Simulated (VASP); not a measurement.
# Ti (Pm-3m) in VASP: further runs

The runs below take Ti through single point, relaxation of cell and atoms, with r2SCAN.

Everything below comes from runs of VASP 6.6.1. Logs are shortened: lines on timing, memory, paths and dates and some standing lists are left out, and cuts for length are marked.

## (1) The cell of the first run

The structure is cubic, space group Pm-3m (No. 221). Conventional cell: a = 2.628 Å, b = 2.628 Å, c = 2.628 Å, α = 90.00°, β = 90.00°, γ = 90.00°. Ti (site symmetry m-3m) has 6 Ti at 2.63 Å within 3.5 Å.

This isn't the form of Ti at room conditions, which is hcp.

## (2) Single point, r2SCAN

Contents of POSCAR:

```
Ti
1.0
    2.6283063296      0.0000000000      0.0000000000
    0.0000000000      2.6283063296      0.0000000000
    0.0000000000      0.0000000000      2.6283063296
Ti
1
Direct
    0.0000000000      0.0000000000      0.0000000000
```

Contents of INCAR.step1:

```
ALGO     = Normal         # electronic algorithm
EDIFF    = 1E-4           # SCF threshold, eV
ENCUT    = 520            # plane-wave cutoff, eV
GGA      = PE             # functional
ISMEAR   = -1             # smearing method
LASPH    = True           # aspherical terms in the spheres
LCHARG   = False          # write CHGCAR
LREAL    = False          # projectors in reciprocal space
LWAVE    = True           # write WAVECAR
NBANDS   = 12             # bands
NELM     = 100            # most SCF steps
PREC     = Accurate       # precision mode
SIGMA    = 0.1            # smearing width, eV
```

Contents of INCAR.step2:

```
ALGO     = Normal         # electronic algorithm
EDIFF    = 1E-6           # SCF threshold, eV
ENCUT    = 520            # plane-wave cutoff, eV
ISIF     = 2              # what is computed and relaxed
ISMEAR   = -1             # smearing method
ISTART   = 1            
LASPH    = True           # aspherical terms in the spheres
LCHARG   = False          # write CHGCAR
LMIXTAU  = True         
LREAL    = False          # projectors in reciprocal space
LWAVE    = False          # write WAVECAR
METAGGA  = R2SCAN         # meta-GGA
NBANDS   = 12             # bands
NELM     = 100            # most SCF steps
PREC     = Accurate       # precision mode
SIGMA    = 0.1            # smearing width, eV
```

Contents of KPOINTS:

```
k-points
0
Gamma
  17 17 17
```

Potentials or basis: VASP PAW PBE potentials, release 64 (Ti_sv).

The run is started by

```sh
$ cat potpaw_PBE.64/Ti_sv/POTCAR > POTCAR
$ cp INCAR.step1 INCAR
$ mpirun -np 1 vasp_std > vasp.out
$ cp INCAR.step2 INCAR
$ mpirun -np 1 vasp_std > vasp.out
```

OUTCAR:

```text
EDIFF = 1E-6
   ENCUT = 520
   ISIF = 2
   ISMEAR = -1
   ISTART = 1
   LASPH = True
   LREAL = False
   METAGGA = R2SCAN
   NELM = 100
   PREC = Accurate

 ion  position               nearest neighbor table
   1  0.000  0.000  0.000-

  LATTYP: Found a simple cubic cell.
 ALAT       =     2.6283063296

  Lattice vectors:

 A1 = (   2.6283063296,   0.0000000000,   0.0000000000)
 A2 = (   0.0000000000,   2.6283063296,   0.0000000000)
 A3 = (   0.0000000000,   0.0000000000,   2.6283063296)

Analysis of symmetry for initial positions (statically):
=====================================================================
 Subroutine PRICEL returns:
 Original cell was already a primitive cell.

 Routine SETGRP: Setting up the symmetry group for a
 simple cubic supercell.

 Subroutine GETGRP returns: Found 48 space group operations
 (whereof 48 operations were pure point group operations)
 out of a pool of 48 trial point group operations.

The static configuration has the point symmetry O_h .

Analysis of symmetry for dynamics (positions and initial velocities):
=====================================================================
 Subroutine PRICEL returns:
 Original cell was already a primitive cell.

 Routine SETGRP: Setting up the symmetry group for a
 simple cubic supercell.

 Subroutine GETGRP returns: Found 48 space group operations
 (whereof 48 operations were pure point group operations)
 out of a pool of 48 trial point group operations.

The dynamic configuration has the point symmetry O_h .

 Subroutine INISYM returns: Found 48 space group operations
 (whereof 48 operations are pure point group operations),
 and found     1 'primitive' translations

----------------------------------------------------------------------------------------

                                     Primitive cell

  volume of cell :      18.1563

  direct lattice vectors                    reciprocal lattice vectors
     2.628306330  0.000000000  0.000000000     0.380473154  0.000000000  0.000000000
     0.000000000  2.628306330  0.000000000     0.000000000  0.380473154  0.000000000
     0.000000000  0.000000000  2.628306330     0.000000000  0.000000000  0.380473154

  length of vectors
     2.628306330  2.628306330  2.628306330     0.380473154  0.380473154  0.380473154

  position of ions in fractional coordinates (direct lattice)
     0.000000000  0.000000000  0.000000000

  ion indices of the primitive-cell ions
   primitive index   ion index
                 1           1

----------------------------------------------------------------------------------------

 KPOINTS: k-points

Automatic generation of k-mesh.
 Grid dimensions read from file:
 generate k-points for:   17   17   17

 Generating k-lattice:

  Cartesian coordinates                     Fractional coordinates (reciprocal lattice)
     0.022380774  0.000000000  0.000000000     0.058823529  0.000000000  0.000000000
     0.000000000  0.022380774  0.000000000     0.000000000  0.058823529  0.000000000
     0.000000000  0.000000000  0.022380774     0.000000000  0.000000000  0.058823529

  Length of vectors
     0.022380774  0.022380774  0.022380774

  Shift w.r.t. Gamma in fractional coordinates (k-lattice)
     0.000000000  0.000000000  0.000000000

 Subroutine IBZKPT returns following result:
 ===========================================

 Found    165 irreducible k-points:

 Following reciprocal coordinates:
            Coordinates               Weight
  0.000000  0.000000  0.000000      1.000000
  0.058824  0.000000  0.000000      6.000000
  0.117647  0.000000  0.000000      6.000000
  0.176471  0.000000  0.000000      6.000000
  0.235294  0.000000  0.000000      6.000000
  0.294118  0.000000  0.000000      6.000000
[... 16 lines left out ...]
  0.411765  0.117647  0.000000     24.000000
  0.470588  0.117647  0.000000     24.000000
 [... further k-points ...]
   k-points           NKPTS =    165   k-points in BZ     NKDIM =    165   number of bands    NBANDS=     12
   number of dos      NEDOS =    301   number of ions     NIONS =      1
   total plane-waves  NPLWV =   8000
   dimension x,y,z NGX =    20 NGY =   20 NGZ =   20
   dimension x,y,z NGXF=    40 NGYF=   40 NGZF=   40
   ions per type =               1
   NGX,Y,Z   is equivalent  to a cutoff of  12.65, 12.65, 12.65 a.u.
   NGXF,Y,Z  is equivalent  to a cutoff of  25.30, 25.30, 25.30 a.u.
 SYSTEM =  unknown system
   PREC   = accura    normal or accurate (medium, high low for compatibility)
   ISTART =      1    job   : 0-new  1-cont  2-samecut
   ICHARG =      0    charge: 1-file 2-atom 10-const
   ISPIN  =      1    spin polarized calculation?
   LNONCOLLINEAR =      F non collinear calculations
   LSORBIT =      F    spin-orbit coupling
   LASPH  =      T    aspherical Exc in radial PAW
   ENCUT  =  520.0 eV  38.22 Ry    6.18 a.u.   4.89  4.89  4.89*2*pi/ulx,y,z
   NELM   =    100;   NELMIN=  2; NELMDL=  0     # of ELM steps
   EDIFF  = 0.1E-05   stopping-criterion for ELM
   LREAL  =      F    real-space projection
   EDIFFG = 0.1E-04   stopping-criterion for IOM
   NSW    =      0    number of steps for IOM
   IBRION =     -1    ionic relax: 0-MD 1-quasi-New 2-CG
   NFREE  =      0    steps in history (QN), initial steepest desc. (CG)
   ISIF   =      2    stress and relaxation
   ISYM   =      2    0-nonsym 1-usesym 2-fastsym
   POTIM  = 0.5000    time-step for ionic-motion
   TEBEG  =    0.0;   TEEND  =   0.0 temperature during run
   PSTRESS=    0.0 pullay stress
   NELECT =      12.0000    total number of electrons
   NUPDOWN=      -1.0000    fix difference up-down
   EMIN   =  10.00;   EMAX   =-10.00  energy-range for DOS
   EFERMI =   0.00;   METHOD = LEGACY
   ISMEAR =    -1;   SIGMA  =   0.10  broadening in eV -4-tet -1-fermi 0-gaus
   EFERMI_NEDOS =   21; number of points for ismear=-14 and -15
   IALGO  =     38    algorithm
   IMIX   =      4    mixing-type and parameters
     AMIX     =   0.40;   BMIX     =  1.00
     AMIX_MAG =   1.60;   BMIX_MAG =  1.00
  volume/ion in A,a.u.               =      18.16       122.52
  Fermi-wavevector in a.u.,A,eV,Ry     =   1.426021  2.694789 27.667937  2.033536
  Thomas-Fermi vector in A             =   2.546343
   LORBIT       =      0    0 simple, 1 ext, 2 COOP (PROOUT), +10 PAW based schemes
   METAGGA = R2SCAN    functional components
   LHFCALC =     F    Hartree Fock is set to
   AEXX    =    0.0000 exact exchange contribution
   IVDW    =     0    specifies the selected vdW correction
   LEPSILON=     F    determine dielectric tensor
   LRPA    =     F    only Hartree local field effects (RPA)
 non-spin polarized calculation
  energy-cutoff  :      520.00
  volume of cell :       18.16
 maximum number of plane-waves:       501
 NGX is ok and might be reduce to    20
   NGX =  9   NGY =  9   NGZ =  9

 number of electron      11.9999993 magnetization

 Free energy of the ion-electron system (eV)
  ---------------------------------------------------
  ext. energy  EPLUGINS =         0.00000000
  ---------------------------------------------------
  free energy    TOTEN  =       -12.06781021 eV

  energy without entropy =      -12.00604102  energy(sigma->0) =      -12.03692561

 E-fermi :   7.7363     XC(G=0): -12.0553

 val. band max:        7.7259989350   @ k =   0.4706   0.4706   0.0588
 cond. band min:       7.7370945034   @ k =   0.2941   0.1176   0.1176
 fundamental gap:      0.0110955684
 Fermi energy:         7.7363206864

 k-point     1 :       0.0000    0.0000    0.0000
  band No.  band energies     occupation
      1     -51.1429      2.00000
      2     -25.8629      2.00000
      3     -25.8629      2.00000
      4     -25.8629      2.00000
      5       1.6187      2.00000
      6       6.3100      2.00000
      7       6.3100      2.00000
      8      12.0311      0.00000
      9      12.0311      0.00000
     10      12.0311      0.00000
     11      24.4471      0.00000
     12      24.4471      0.00000

 k-point     2 :       0.0588    0.0000    0.0000
  band No.  band energies     occupation
      1     -51.1384      2.00000
      2     -25.8961      2.00000
      3     -25.8601      2.00000
      4     -25.8601      2.00000
      5       1.7133      2.00000
      6       6.3337      2.00000
      7       6.3786      2.00000
      8      11.9510      0.00000
      9      11.9510      0.00000
     10      12.0369      0.00000
     11      23.6254      0.00000
     12      24.5999      0.00000

 k-point     3 :       0.1176    0.0000    0.0000
  band No.  band energies     occupation
      1     -51.1253      2.00000
      2     -25.9904      2.00000
      3     -25.8522      2.00000
      4     -25.8522      2.00000
      5       1.9907      2.00000
      6       6.4026      2.00000
      7       6.5752      1.99998
      8      11.7291      0.00000
      9      11.7291      0.00000
     10      12.0535      0.00000
     11      22.0055      0.00000
     12      25.0408      0.00000
[... 286 lines left out ...]
 k-point    23 :       0.4118    0.1176    0.0000
  band No.  band energies     occupation
      1     -50.9989      2.00000
      2     -26.7159      2.00000
      3     -25.9061      2.00000
      4     -25.7766      2.00000
      5       5.4103      2.00000
      6       7.1563      1.99396
      7       7.4861      1.84853
      8      10.2595      0.00000
      9      10.4195      0.00000
     10      11.9409      0.00000
     11      15.7883      0.00000
     12      24.7415      0.00000

 k-point    24 :       0.4706    0.1176    0.0000
  band No.  band energies     occupation
      1     -50.9897      2.00000
      2     -26.7752      2.00000
      3     -25.9001      2.00000
      4     -25.7712      2.00000
      5       6.0385      2.00000
      6       6.9251      1.99940
      7       7.3686      1.95064
      8      10.1517      0.00000
      9      10.4914      0.00000
     10      11.9552      0.00000
     11      15.3917      0.00000
     12      24.7978      0.00000

 [... further k-points ...]

------------------------ aborting loop because EDIFF is reached ----------------------------------------

  FORCE on cell =-STRESS in cart. coord.  units (eV):
  Direction    XX          YY          ZZ          XY          YZ          ZX
  --------------------------------------------------------------------------------------
  -------------------------------------------------------------------------------------
  Total        0.0379053      0.0379053      0.0379053      0.0000000      0.0000000      0.0000000
  in kB        3.3448951      3.3448951      3.3448951      0.0000000      0.0000000      0.0000000
  external PRESSURE =       3.3448951 kB  Pullay stress =       0.0000000 kB

 VOLUME and BASIS-vectors are now :
 -----------------------------------------------------------------------------
  energy-cutoff  :      520.00
  volume of cell :       18.16
      direct lattice vectors                 reciprocal lattice vectors
     2.628306330  0.000000000  0.000000000     0.380473154  0.000000000  0.000000000
     0.000000000  2.628306330  0.000000000     0.000000000  0.380473154  0.000000000
     0.000000000  0.000000000  2.628306330     0.000000000  0.000000000  0.380473154

 POSITION                                       TOTAL-FORCE (eV/Angst)
 -----------------------------------------------------------------------------------
      0.00000      0.00000      0.00000         0.000000      0.000000      0.000000
 -----------------------------------------------------------------------------------
    total drift:                                0.000000      0.000000      0.000000

  FREE ENERGIE OF THE ION-ELECTRON SYSTEM (eV)
  ---------------------------------------------------
  free  energy   TOTEN  =       -12.0678102116 eV

  energy  without entropy=      -12.0060410163  energy(sigma->0) =      -12.03692561
```

Run time: 47 s. Hardware: 1 thread of Intel Xeon 6975P-C (Granite Rapids), shared host; peak memory 0.15 GiB.

What came out:

* Free energy: -12.0678 eV
* Pressure: 0.3 GPa
* Band gap on the k mesh: zero (bands 6 and 7 overlap by 2.33 eV)

Caveat: the PAW data sets were made with another functional, which shifts forces and pressure a little.

## (3) Relaxation of cell and atoms, r2SCAN

This run uses another cell than the first one, of 19.47 Å³/atom.

Contents of POSCAR:

```
Ti
1.0
    2.6900000000      0.0000000000      0.0000000000
    0.0000000000      2.6900000000      0.0000000000
    0.0000000000      0.0000000000      2.6900000000
Ti
1
Direct
    0.0000000000      0.0000000000      0.0000000000
```

Contents of INCAR.step1:

```
SYSTEM = Ti
PREC = Accurate
ENCUT = 600
ISMEAR = -1
SIGMA = 0.1
LREAL = .False.
LASPH = .True.
NELM = 80
GGA = PE
ALGO = Normal
EDIFF = 1E-4
LWAVE = .True.
LCHARG = .False.
```

Contents of INCAR.step2:

```
SYSTEM = Ti
PREC = Accurate
ENCUT = 600
EDIFF = 1E-6
ISMEAR = -1
SIGMA = 0.1
LREAL = .False.
LASPH = .True.
NELM = 80
ALGO = Normal
ISIF = 3
LWAVE = .False.
LCHARG = .False.
METAGGA = R2SCAN
LMIXTAU = .True.
IBRION = 2
NSW = 80
EDIFFG = -0.02
ISTART = 1
```

Contents of KPOINTS:

```
regular mesh
0
Gamma
  17 17 17
  0 0 0
```

Potentials or basis: VASP PAW PBE potentials, release 64 (Ti_sv).

The run is started by

```sh
$ cat potpaw_PBE.64/Ti_sv/POTCAR > POTCAR
$ cp INCAR.step1 INCAR
$ mpirun -np 1 vasp_std > vasp.out
$ cp INCAR.step2 INCAR
$ mpirun -np 1 vasp_std > vasp.out
```

Run time: 2.9 min. Hardware: 1 thread of Intel Xeon 6975P-C (Granite Rapids), shared host; peak memory 0.18 GiB.

It converged, with:

- Free energy: -12.0680 eV
- Relaxed volume: 18.26 Å³/atom
- Relaxed cell: a = 2.633 Å, b = 2.633 Å, c = 2.633 Å, α = 90.00°, β = 90.00°, γ = 90.00°
- Space group after relaxing (to 0.1 Å): Pm-3m (No. 221)
- Energy gained by relaxing: 18.5 meV/atom
- Ionic steps: 6
- Pressure after relaxing: -0.1 GPa
- Band gap on the k mesh: zero (bands 6 and 7 overlap by 2.32 eV)

Step by step:
| step | energy change (eV) | largest force (eV/Å) | pressure (GPa) | volume (Å³) |
| --- | --- | --- | --- | --- |
| 1 | 0.0000 | 0.0000 | -4.60 | 19.47 |
| 2 | -0.0172 | 0.0000 | 1.33 | 17.93 |
| 3 | -0.0186 | 0.0000 | 0.43 | 18.23 |
| 4 | -0.0184 | 0.0000 | -0.28 | 18.33 |
| 5 | -0.0185 | 0.0000 | -0.26 | 18.29 |
| 6 | -0.0185 | 0.0000 | -0.12 | 18.26 |

Final structure:
```
CELL_PARAMETERS angstrom
2.63331 0.00000 0.00000
0.00000 2.63331 0.00000
0.00000 0.00000 2.63331
ATOMIC_POSITIONS crystal
Ti 0.00000 0.00000 0.00000
```

Levels at points of the mesh, in eV from the Fermi level:
| k point | band 4 | band 5 | band 6 | band 7 | band 8 | band 9 |
| --- | --- | --- | --- | --- | --- | --- |
| (0.00, 0.00, 0.00) | -33.61 | -6.10 | -1.41 | -1.41 | 4.27 | 4.27 |

Caveat: the PAW data sets were made with another functional, which shifts forces and pressure a little.

(Continued in part 2 of 3.)

The gap in the log of VASP goes by the Fermi energy; the results here count the filled bands.